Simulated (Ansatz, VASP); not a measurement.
**Two plane-wave programs on B3C2**

```
B C
1.0
     5.06445    0.00000    0.00000
    -2.53223    4.38595    0.00000
     0.00000    0.00000    9.10142
B C
6 4
Direct
  0.50000 0.00000 0.00000
  0.50000 0.00000 0.50000
  0.00000 0.50000 0.00000
  0.00000 0.50000 0.50000
  0.50000 0.50000 0.00000
  0.50000 0.50000 0.50000
  0.33333 0.66667 0.00000
  0.33333 0.66667 0.50000
  0.66667 0.33333 0.00000
  0.66667 0.33333 0.50000
```

Alike in both runs: task single point; functional PBE; k mesh 6 × 6 × 4; occupations gaussian, width 0.2 eV; no spin polarisation.

|  | VASP | Ansatz |
| --- | --- | --- |
| version | VASP 6.6.1 | Ansatz 0.2.0 |
| potentials or method | VASP PAW PBE potentials, release 64 (B, C), cutoff 600 eV | scalar-relativistic, plane waves, PAW |
| valence electrons in the cell | 34 | 34 |

```tsv
	VASP	Ansatz	Ansatz less VASP
gap on the k mesh at the Fermi level (eV)	none	none	-
pressure (GPa)	-0.1	0.0	+0.09
```

A gap of «none» marks a metal or a gap that the smearing closes.
